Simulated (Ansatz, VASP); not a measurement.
## Two plane-wave programs on SiAgBr6

```
Si Ag Br
1.0
     0.00000    5.23518    5.23518
     5.23518    0.00000    5.23518
     5.23518    5.23518    0.00000
Si Ag Br
1 1 6
Direct
  0.50000 0.50000 0.50000
  0.00000 0.00000 0.00000
  0.73109 0.26891 0.26891
  0.26891 0.73109 0.26891
  0.26891 0.26891 0.73109
  0.26891 0.73109 0.73109
  0.73109 0.26891 0.73109
  0.73109 0.73109 0.26891
```

Alike in both runs: task relaxation of cell and atoms; functional PBE; k mesh 6 × 6 × 6; occupations gaussian, width 0.1 eV; no spin polarisation.

```csv
,VASP,Ansatz
version,VASP 6.6.1,Ansatz 0.2.0
potentials or method,"VASP PAW PBE potentials, release 64 (Si, Ag, Br), cutoff 600 eV","scalar-relativistic, plane waves, PAW"
valence electrons in the cell,57,65
```

|  | VASP | Ansatz | Ansatz less VASP |
| --- | --- | --- | --- |
| gap on the k mesh at the Fermi level, each at its own relaxed structure (eV) | none | none | - |
| relaxed volume (Å³/atom) | 36.31 | 36.35 | +0.039 |
| relaxed cell length with the largest relative difference (Å) | 7.434 | 7.437 | +0.0026 |

A gap of «none» marks a metal or a gap that the smearing closes. VASP's potentials hold 57 valence electrons a cell and Ansatz's 65, so a difference there can come from the potentials and not from the codes.
